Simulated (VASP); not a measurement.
K2S:

```xyz
3
Lattice="0.0000 3.7310 3.7310 3.7310 0.0000 3.7310 3.7310 3.7310 0.0000" Properties=species:S:1:pos:R:3 pbc="T T T"
K     5.5966    5.5966    5.5966
K     1.8655    1.8655    1.8655
S     0.0000    0.0000    0.0000
```

```yaml
Program: VASP 6.6.1
Task: relaxation of cell and atoms
Functional: PBEsol
Potentials_or_basis: VASP PAW PBE potentials, release 64 (K_sv, S)
Cutoff: 500 eV
k_mesh: 6 × 6 × 6
Occupations: fermi-dirac, width 0.02 eV
Spin: no spin polarisation
```

At the start: pressure -0.9 GPa; volume 34.63 Å³/atom.

Where does the relaxation end?

Over 4 steps the energy falls by 4.6 meV/atom and the volume is 32.99 Å³/atom (-4.7 %); space group Fm-3m (No. 225, to 0.1 Å) before and after.

Step by step:
```
step  energy change (eV)  largest force (eV/Å)  pressure (GPa)  volume (Å³)
   1              0.0000                0.0000           -0.87       103.88
   2             -0.0113                0.0000           -0.40       101.07
   3             -0.0139                0.0000           -0.02        99.11
   4             -0.0139                0.0000            0.00        98.98
```

Final structure:
```yaml
crystal:
  lattice:
    - [0.00000, 3.67146, 3.67146]
    - [3.67146, 0.00000, 3.67146]
    - [3.67146, 3.67146, 0.00000]
  atoms:
    - { symbol: K, position: [0.75000, 0.75000, 0.75000] }
    - { symbol: K, position: [0.25000, 0.25000, 0.25000] }
    - { symbol: S, position: [0.00000, 0.00000, 0.00000] }
```

Caveat: the PAW data sets were made with another functional, which shifts forces and pressure a little.
